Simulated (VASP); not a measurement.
Wanted: the native input for a VASP 6.6.1 run.

| Property | Result |
| --- | --- |
| Task | single point |
| Functional | r2SCAN |
| Potentials or basis | VASP PAW PBE potentials, release 64 (Al, O) |
| Cutoff | 520 eV |
| k mesh | 12 × 12 × 4 |
| Occupations | gaussian, width 0.05 eV |
| Spin | no spin polarisation |
| Dipole correction | no |
| Further INCAR settings | ALGO = Normal; EDIFF = 1e-06; NBANDS = 20 |

Al2O3:

```
Al O
1.0
     2.89678    0.00000    0.00000
    -1.44839    2.50869    0.00000
     0.00000    0.00000    7.27165
Al O
2 3
Direct
  0.00000 0.00000 0.27795
  0.00000 0.00000 0.72205
  0.33333 0.66667 0.19945
  0.66667 0.33333 0.80055
  0.00000 0.00000 0.50000
```

This cell differs from its parent crystal: strain -0.040 along x and y, -0.040 along z.

The input as run:

POSCAR

```
Al2O3
1.0
    2.8967832423      0.0000000000      0.0000000000
   -1.4483916211      2.5086878770      0.0000000000
    0.0000000000      0.0000000000      7.2716505621
Al O
2 3
Direct
    0.0000000000      0.0000000000      0.2779510000
    0.0000000000      0.0000000000      0.7220490000
    0.3333333333      0.6666666667      0.1994540000
    0.6666666667      0.3333333333      0.8005460000
    0.0000000000      0.0000000000      0.5000000000
```

INCAR.step1

```
SYSTEM = Al2O3
  PREC = Accurate
  ENCUT = 520
  ISMEAR = 0
  SIGMA = 0.05
  LREAL = .False.
  LASPH = .True.
  NELM = 60
  NBANDS = 20
  GGA = PE
  ALGO = Normal
  EDIFF = 1E-4
  LWAVE = .True.
  LCHARG = .False.
```

INCAR.step2

```
SYSTEM = Al2O3
  PREC = Accurate
  ENCUT = 520
  EDIFF = 1E-6
  ISMEAR = 0
  SIGMA = 0.05
  LREAL = .False.
  LASPH = .True.
  NELM = 60
  ALGO = Normal
  ISIF = 2
  LWAVE = .False.
  LCHARG = .False.
  METAGGA = R2SCAN
  LMIXTAU = .True.
  NBANDS = 20
  ISTART = 1
```

KPOINTS

```
Automatic mesh
0
Gamma
  12 12 4
  0 0 0
```

Potentials or basis: VASP PAW PBE potentials, release 64 (Al, O).

The run is started by

```sh
$ cat potpaw_PBE.64/Al/POTCAR potpaw_PBE.64/O/POTCAR > POTCAR
$ cp INCAR.step1 INCAR
$ mpirun -np 1 vasp_std > vasp.out
$ cp INCAR.step2 INCAR
$ mpirun -np 1 vasp_std > vasp.out
```

It gave:

| Property | Result |
| --- | --- |
| Pressure | 19.4 GPa |
| Largest force | 1.269 eV/Å |
| Band gap on the k mesh | 3.89 eV |

Caveat: the cell differs from its parent crystal (strain -0.040 along x and y, -0.040 along z); the cell stands under pressure; the PAW data sets were made with another functional, which shifts forces and pressure a little.

It took 3.3 min on 1 thread of Intel(R) Xeon(R) Platinum 8375C CPU @ 2.90GHz (Ice Lake) (shared host), peak memory 0.21 GiB.
